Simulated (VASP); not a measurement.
# Cu (Fm-3m) in VASP: notebook

Runs on Cu. Level: r2SCAN. Tasks: single point, relaxation of cell and atoms.

Everything below comes from runs of VASP 6.6.1. Logs are shortened: lines on timing, memory, paths and dates and some standing lists are left out, and cuts for length are marked.

## (1) The cell of the first run

It takes space group Fm-3m (No. 225, cubic). The conventional cell has a = 3.575 Å, b = 3.575 Å, c = 3.575 Å, α = 90.00°, β = 90.00°, γ = 90.00°. Within 3.3 Å of Cu (site symmetry m-3m) lie 12 Cu at 2.53 Å.

## (2) Single point, r2SCAN

POSCAR reads:

```
Cu
1.0
    0.0000000000      1.7874286521      1.7874286521
    1.7874286521      0.0000000000      1.7874286521
    1.7874286521      1.7874286521      0.0000000000
Cu
1
Direct
    0.0000000000      0.0000000000      0.0000000000
```

INCAR.step1 reads:

```
SYSTEM = Cu
PREC = Accurate
ENCUT = 520
ISMEAR = -1
SIGMA = 0.05
LREAL = .FALSE.
LASPH = .TRUE.
NELM = 80
NBANDS = 12
GGA = PE
ALGO = Normal
EDIFF = 1E-4
LWAVE = .TRUE.
LCHARG = .FALSE.
```

INCAR.step2 reads:

```
SYSTEM = Cu
PREC = Accurate
ENCUT = 520
EDIFF = 1E-6
ISMEAR = -1
SIGMA = 0.05
LREAL = .FALSE.
LASPH = .TRUE.
NELM = 80
ALGO = Normal
ISIF = 2
LWAVE = .FALSE.
LCHARG = .FALSE.
METAGGA = R2SCAN
LMIXTAU = .TRUE.
NBANDS = 12
ISTART = 1
```

KPOINTS reads:

```
regular mesh
0
G
  11 11 11
  0 0 0
```

Potentials or basis: VASP PAW PBE potentials, release 64 (Cu).

Command:

```sh
$ cat potpaw_PBE.64/Cu/POTCAR > POTCAR
$ cp INCAR.step1 INCAR
$ mpirun -np 1 vasp_std > vasp.out
$ cp INCAR.step2 INCAR
$ mpirun -np 1 vasp_std > vasp.out
```

OUTCAR:

```text
SYSTEM = Cu
   PREC = Accurate
   ENCUT = 520
   EDIFF = 1E-6
   ISMEAR = -1
   LREAL = .FALSE.
   LASPH = .TRUE.
   NELM = 80
   ISIF = 2
   METAGGA = R2SCAN
   ISTART = 1

 ion  position               nearest neighbor table
   1  0.000  0.000  0.000-

  LATTYP: Found a face centered cubic cell.
 ALAT       =     3.5748573042

  Lattice vectors:

 A1 = (   0.0000000000,   1.7874286521,   1.7874286521)
 A2 = (   1.7874286521,   0.0000000000,   1.7874286521)
 A3 = (   1.7874286521,   1.7874286521,   0.0000000000)

Analysis of symmetry for initial positions (statically):
=====================================================================
 Subroutine PRICEL returns:
 Original cell was already a primitive cell.

 Routine SETGRP: Setting up the symmetry group for a
 face centered cubic supercell.

 Subroutine GETGRP returns: Found 48 space group operations
 (whereof 48 operations were pure point group operations)
 out of a pool of 48 trial point group operations.

The static configuration has the point symmetry O_h .

Analysis of symmetry for dynamics (positions and initial velocities):
=====================================================================
 Subroutine PRICEL returns:
 Original cell was already a primitive cell.

 Routine SETGRP: Setting up the symmetry group for a
 face centered cubic supercell.

 Subroutine GETGRP returns: Found 48 space group operations
 (whereof 48 operations were pure point group operations)
 out of a pool of 48 trial point group operations.

The dynamic configuration has the point symmetry O_h .

 Subroutine INISYM returns: Found 48 space group operations
 (whereof 48 operations are pure point group operations),
 and found     1 'primitive' translations

----------------------------------------------------------------------------------------

                                     Primitive cell

  volume of cell :      11.4213

  direct lattice vectors                    reciprocal lattice vectors
     0.000000000  1.787428652  1.787428652    -0.279731445  0.279731445  0.279731445
     1.787428652  0.000000000  1.787428652     0.279731445 -0.279731445  0.279731445
     1.787428652  1.787428652  0.000000000     0.279731445  0.279731445 -0.279731445

  length of vectors
     2.527805842  2.527805842  2.527805842     0.484509076  0.484509076  0.484509076

  position of ions in fractional coordinates (direct lattice)
     0.000000000  0.000000000  0.000000000

  ion indices of the primitive-cell ions
[... 75 lines left out ...]
   LREAL  =      F    real-space projection
   EDIFFG = 0.1E-04   stopping-criterion for IOM
   NSW    =      0    number of steps for IOM
   IBRION =     -1    ionic relax: 0-MD 1-quasi-New 2-CG
   NFREE  =      0    steps in history (QN), initial steepest desc. (CG)
   ISIF   =      2    stress and relaxation
   ISYM   =      2    0-nonsym 1-usesym 2-fastsym
   POTIM  = 0.5000    time-step for ionic-motion
   TEBEG  =    0.0;   TEEND  =   0.0 temperature during run
   PSTRESS=    0.0 pullay stress
   NELECT =      11.0000    total number of electrons
   NUPDOWN=      -1.0000    fix difference up-down
   EMIN   =  10.00;   EMAX   =-10.00  energy-range for DOS
   EFERMI =   0.00;   METHOD = LEGACY
   ISMEAR =    -1;   SIGMA  =   0.05  broadening in eV -4-tet -1-fermi 0-gaus
   EFERMI_NEDOS =   21; number of points for ismear=-14 and -15
   IALGO  =     38    algorithm
   IMIX   =      4    mixing-type and parameters
     AMIX     =   0.40;   BMIX     =  1.00
     AMIX_MAG =   1.60;   BMIX_MAG =  1.00
  volume/ion in A,a.u.               =      11.42        77.07
  Fermi-wavevector in a.u.,A,eV,Ry     =   1.616716  3.055150 35.562499  2.613770
  Thomas-Fermi vector in A             =   2.711257
   LORBIT       =      0    0 simple, 1 ext, 2 COOP (PROOUT), +10 PAW based schemes
   METAGGA = R2SCAN    functional components
   LHFCALC =     F    Hartree Fock is set to
   AEXX    =    0.0000 exact exchange contribution
   IVDW    =     0    specifies the selected vdW correction
   LEPSILON=     F    determine dielectric tensor
   LRPA    =     F    only Hartree local field effects (RPA)
 non-spin polarized calculation
  energy-cutoff  :      520.00
  volume of cell :       11.42
 maximum number of plane-waves:       331
   NGX =  9   NGY =  9   NGZ =  9

 number of electron      11.0000013 magnetization

 Free energy of the ion-electron system (eV)
  ---------------------------------------------------
  ext. energy  EPLUGINS =         0.00000000
  ---------------------------------------------------
  free energy    TOTEN  =       -10.83321903 eV

  energy without entropy =      -10.83212275  energy(sigma->0) =      -10.83267089

 E-fermi :   7.9158     XC(G=0): -13.9729

 val. band max:        7.7786760616   @ k =   0.4545   0.2727   0.0000
 cond. band min:       8.0315811869   @ k =   0.4545   0.3636   0.0000
 fundamental gap:      0.2529051253
 Fermi energy:         7.9157998951

 k-point     1 :       0.0000    0.0000    0.0000
  band No.  band energies     occupation
      1      -2.1208      2.00000
      2       4.5684      2.00000
      3       4.5684      2.00000
      4       4.5684      2.00000
      5       5.4282      2.00000
      6       5.4282      2.00000
      7      31.4766      0.00000
      8      34.7787      0.00000
      9      34.7787      0.00000
     10      34.7790      0.00000
     11      37.1950      0.00000
     12      37.1950      0.00000
[... 331 lines left out ...]
 k-point    24 :      -0.1818    0.1818    0.0000
  band No.  band energies     occupation
      1       0.9784      2.00000
      2       4.0613      2.00000
      3       4.6164      2.00000
      4       5.0844      2.00000
      5       5.0942      2.00000
      6       6.1235      2.00000
      7      21.9944      0.00000
      8      22.8991      0.00000
      9      33.3352      0.00000
     10      33.7898      0.00000
     11      36.6304      0.00000
     12      39.0082      0.00000

 [... further k-points ...]
[... 5 lines left out ...]
  --------------------------------------------------------------------------------------
  -------------------------------------------------------------------------------------
  Total        0.0339408      0.0339408      0.0339408     -0.0000000     -0.0000000      0.0000000
  in kB        4.7611948      4.7611948      4.7611948     -0.0000000     -0.0000000      0.0000000
  external PRESSURE =       4.7611948 kB  Pullay stress =       0.0000000 kB

 VOLUME and BASIS-vectors are now :
 -----------------------------------------------------------------------------
  energy-cutoff  :      520.00
  volume of cell :       11.42
      direct lattice vectors                 reciprocal lattice vectors
     0.000000000  1.787428652  1.787428652    -0.279731445  0.279731445  0.279731445
     1.787428652  0.000000000  1.787428652     0.279731445 -0.279731445  0.279731445
     1.787428652  1.787428652  0.000000000     0.279731445  0.279731445 -0.279731445

 POSITION                                       TOTAL-FORCE (eV/Angst)
 -----------------------------------------------------------------------------------
      0.00000      0.00000      0.00000        -0.000000      0.000000     -0.000000
 -----------------------------------------------------------------------------------
    total drift:                                0.000000      0.000000      0.000000

  FREE ENERGIE OF THE ION-ELECTRON SYSTEM (eV)
  ---------------------------------------------------
  free  energy   TOTEN  =       -10.8332190293 eV

  energy  without entropy=      -10.8321227533  energy(sigma->0) =      -10.83267089
```

Wall time 22 s (1 thread of Intel Xeon Platinum 8559C (Emerald Rapids), shared host); peak memory 0.13 GiB.

What came out:

- Free energy: -10.8332 eV
- Pressure: 0.5 GPa

Caveat: the PAW data sets were made with another functional, which shifts forces and pressure a little.

## (3) Relaxation of cell and atoms, r2SCAN

This run uses another cell than the first one, of 11.81 Å³/atom, 1.034 times its volume.

POSCAR reads:

```
Cu
1.0
    0.0000000000      1.8075000000      1.8075000000
    1.8075000000      0.0000000000      1.8075000000
    1.8075000000      1.8075000000      0.0000000000
Cu
1
Direct
    0.0000000000      0.0000000000      0.0000000000
```

INCAR.step1 reads:

```
PREC = Accurate
ENCUT = 600
ISMEAR = -1
SIGMA = 0.05
LREAL = False
LASPH = True
NELM = 80
GGA = PE
ALGO = Normal
EDIFF = 1E-4
LWAVE = True
LCHARG = False
```

INCAR.step2 reads:

```
PREC = Accurate
ENCUT = 600
EDIFF = 1E-6
ISMEAR = -1
SIGMA = 0.05
LREAL = False
LASPH = True
NELM = 80
ALGO = Normal
ISIF = 3
LWAVE = False
LCHARG = False
METAGGA = R2SCAN
LMIXTAU = True
IBRION = 2
NSW = 80
EDIFFG = -0.02
ISTART = 1
```

KPOINTS reads:

```
Automatic mesh
0
Gamma
  11 11 11
```

Potentials or basis: VASP PAW PBE potentials, release 64 (Cu).

Command:

```sh
$ cat potpaw_PBE.64/Cu/POTCAR > POTCAR
$ cp INCAR.step1 INCAR
$ mpirun -np 1 vasp_std > vasp.out
$ cp INCAR.step2 INCAR
$ mpirun -np 1 vasp_std > vasp.out
```

OUTCAR:

```text
PREC = Accurate
   ENCUT = 600
   EDIFF = 1E-6
   ISMEAR = -1
   LREAL = False
   LASPH = True
   NELM = 80
   ISIF = 3
   METAGGA = R2SCAN
   IBRION = 2
   NSW = 80
   EDIFFG = -0.02
   ISTART = 1

 ion  position               nearest neighbor table
   1  0.000  0.000  0.000-

  LATTYP: Found a face centered cubic cell.
 ALAT       =     3.6150000000

  Lattice vectors:

 A1 = (   0.0000000000,   1.8075000000,   1.8075000000)
 A2 = (   1.8075000000,   0.0000000000,   1.8075000000)
 A3 = (   1.8075000000,   1.8075000000,   0.0000000000)

Analysis of symmetry for initial positions (statically):
=====================================================================
 Subroutine PRICEL returns:
 Original cell was already a primitive cell.

 Routine SETGRP: Setting up the symmetry group for a
 face centered cubic supercell.

 Subroutine GETGRP returns: Found 48 space group operations
 (whereof 48 operations were pure point group operations)
 out of a pool of 48 trial point group operations.

[... 166 lines left out ...]
  --------------------------------------------------------------------------------------
  -------------------------------------------------------------------------------------
  Total       -0.3320671     -0.3320671     -0.3320671      0.0000000      0.0000000     -0.0000000
  in kB      -45.0475898    -45.0475898    -45.0475898      0.0000000      0.0000000     -0.0000000
  external PRESSURE =     -45.0475898 kB  Pullay stress =       0.0000000 kB
[... 57 lines left out ...]
--------------------------------------- Ionic step        3  -------------------------------------------

 number of electron      11.0000011 magnetization

 Free energy of the ion-electron system (eV)
  ---------------------------------------------------
  ext. energy  EPLUGINS =         0.00000000
  ---------------------------------------------------
  free energy    TOTEN  =       -10.83380773 eV

  energy without entropy =      -10.83271320  energy(sigma->0) =      -10.83326047

 E-fermi :   7.8617     XC(G=0): -13.9439

 val. band max:        7.7231374373   @ k =   0.4545   0.2727   0.0000
 cond. band min:       7.9779837860   @ k =   0.4545   0.3636   0.0000
 fundamental gap:      0.2548463487
 Fermi energy:         7.8617212868

 k-point     1 :       0.0000    0.0000    0.0000
  band No.  band energies     occupation
      1      -2.1403      2.00000
      2       4.5278      2.00000
      3       4.5279      2.00000
      4       4.5279      2.00000
      5       5.3816      2.00000
      6       5.3816      2.00000
      7      31.3866      0.00000
      8      34.6552      0.00000
      9      34.6555      0.00000
[... 265 lines left out ...]
 k-point    24 :      -0.1818    0.1818    0.0000
  band No.  band energies     occupation
      1       0.9504      2.00000
      2       4.0244      2.00000
      3       4.5758      2.00000
      4       5.0404      2.00000
      5       5.0502      2.00000
      6       6.0728      2.00000
      7      21.9022      0.00000
      8      22.8026      0.00000
      9      33.2244      0.00000

 [... further k-points ...]
[... 5 lines left out ...]
  --------------------------------------------------------------------------------------
  -------------------------------------------------------------------------------------
  Total       -0.0072054     -0.0072054     -0.0072054      0.0000000     -0.0000000      0.0000000
  in kB       -1.0065013     -1.0065013     -1.0065013      0.0000000     -0.0000000      0.0000000
  external PRESSURE =      -1.0065013 kB  Pullay stress =       0.0000000 kB
[... 16 lines left out ...]
  FREE ENERGIE OF THE ION-ELECTRON SYSTEM (eV)
  ---------------------------------------------------
  free  energy   TOTEN  =       -10.8338077294 eV

  energy  without entropy=      -10.8327132011  energy(sigma->0) =      -10.83326047

 reached required accuracy - stopping structural energy minimisation
```

OUTCAR.step1:

```text
PREC = Accurate
   ENCUT = 600
   ISMEAR = -1
   LREAL = False
   LASPH = True
   NELM = 80
[... 502 lines left out ...]
 POSITION                                       TOTAL-FORCE (eV/Angst)
 -----------------------------------------------------------------------------------
      0.00000      0.00000      0.00000        -0.000000      0.000000      0.000000
 -----------------------------------------------------------------------------------
    total drift:                                0.000000      0.000000      0.000000

  FREE ENERGIE OF THE ION-ELECTRON SYSTEM (eV)
  ---------------------------------------------------
  free  energy   TOTEN  =        -3.7324088546 eV

  energy  without entropy=       -3.7310447407  energy(sigma->0) =       -3.73172680
```

OSZICAR.step1:

```text
N       E                     dE             d eps       ncg     rms          rms(c)
DAV:   1     0.395891467833E+02    0.39589E+02   -0.61530E+03  1024   0.229E+03
DAV:   2    -0.415477965350E+01   -0.43744E+02   -0.41763E+02  1008   0.208E+02
DAV:   3    -0.463387915949E+01   -0.47910E+00   -0.47761E+00  1173   0.319E+01
DAV:   4    -0.463760886675E+01   -0.37297E-02   -0.37294E-02  1248   0.257E+00
DAV:   5    -0.463764864863E+01   -0.39782E-04   -0.39782E-04  1172   0.212E-01    0.770E+00
DAV:   6    -0.411282659155E+01    0.52482E+00   -0.17047E+01  1066   0.977E+01    0.392E+00
DAV:   7    -0.374485274725E+01    0.36797E+00   -0.26640E+00  1078   0.384E+01    0.572E-01
DAV:   8    -0.373411270008E+01    0.10740E-01   -0.55479E-03  1162   0.144E+00    0.311E-01
DAV:   9    -0.373240699965E+01    0.17057E-02   -0.12041E-02  1090   0.242E+00    0.287E-02
DAV:  10    -0.373240885459E+01   -0.18549E-05   -0.28347E-05   576   0.120E-01
   1 F= -.37324089E+01 E0= -.37317268E+01  d E =-.136411E-02
```

It took 44 s on 1 thread of Intel Xeon Platinum 8559C (Emerald Rapids), shared host; peak memory 0.14 GiB.

What came out:

| Item | Value |
| --- | --- |
| Free energy | -10.8338 eV |
| Relaxed volume | 11.47 Å³/atom |
| Relaxed cell | a = 2.531 Å, b = 2.531 Å, c = 2.531 Å, α = 60.00°, β = 60.00°, γ = 60.00° |
| Space group after relaxing (to 0.05 Å) | Fm-3m (No. 225) |
| Energy gained by relaxing | 4.9 meV/atom |
| Ionic steps | 3 |
| Pressure after relaxing | -0.1 GPa |

Step by step:
| step | energy change (eV) | largest force (eV/Å) | pressure (GPa) | volume (Å³) |
| --- | --- | --- | --- | --- |
| 1 | 0.0000 | 0.0000 | -4.50 | 11.81 |
| 2 | -0.0028 | 0.0000 | 3.17 | 11.25 |
| 3 | -0.0049 | 0.0000 | -0.10 | 11.47 |

Final structure:
```
CELL_PARAMETERS angstrom
0.00000 1.78996 1.78996
1.78996 0.00000 1.78996
1.78996 1.78996 0.00000
ATOMIC_POSITIONS crystal
Cu 0.00000 0.00000 0.00000
```

Caveat: the PAW data sets were made with another functional, which shifts forces and pressure a little.
